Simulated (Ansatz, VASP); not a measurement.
# WC in VASP and in Ansatz

File INCAR:

```
PREC = Accurate
ENCUT = 520
EDIFF = 1E-6
ISMEAR = 0
SIGMA = 0.15
LREAL = False
LASPH = True
NELM = 60
ALGO = Normal
ISIF = 2
LWAVE = False
LCHARG = False
GGA = PE
NBANDS = 16
```

Contents of KPOINTS:

```
Automatic mesh
0
Gamma
  24 24 24
```

File POSCAR:

```
WC
1.0
    0.0000000000      2.1571606948      2.1900108577
    2.1900108577      0.0000000000      2.1900108577
    2.1900108577      2.1571606948      0.0000000000
W C
1 1
Direct
    0.0000000000      0.0000000000      0.0000000000
    0.5000000000      0.5000000000      0.5000000000
```

Input for Ansatz:

```yaml
crystal:
  lattice:
    - [0.0, 2.1571606948, 2.1900108577]
    - [2.1900108577, 0.0, 2.1900108577]
    - [2.1900108577, 2.1571606948, 0.0]
  atoms:
    - { symbol: W, position: [0.0, 0.0, 0.0] }
    - { symbol: C, position: [0.5, 0.5, 0.5] }
basis:
  ecutwfc: 420
kpoints:
  mp_grid: { grid: [24, 24, 24] }
hamiltonian:
  xc: pbe
scf:
  occupations: { method: gaussian, width: 0.15 }
output:
  forces: true
  stress: true
  eigenvalues: true
```

Change from the starting cell: strain -0.0150 x Voigt [0, 1, 0, 0, 0, 0], atoms carried along.

Alike in both runs: task single point; functional PBE; k mesh 24 × 24 × 24; occupations gaussian, width 0.15 eV; no spin polarisation.

|  | VASP | Ansatz |
| --- | --- | --- |
| version | VASP 6.6.1 | Ansatz 0.2.0 |
| potentials or method | VASP PAW PBE potentials, release 64 (W_sv, C), cutoff 520 eV | scalar-relativistic, plane waves, PAW |
| valence electrons in the cell | 18 | 18 |

```tsv
	VASP	Ansatz	Ansatz less VASP
gap on the k mesh at the Fermi level (eV)	none	none	-
pressure (GPa)	6.9	5.9	-0.96
traceless stress, the component that is largest in VASP (GPa)	6.27	6.24	-0.031
```

A gap of «none» marks a metal or a gap that the smearing closes. The functional is the same, so the differences come from potentials, cutoffs and numerics.

Spin-orbit coupling is off throughout.
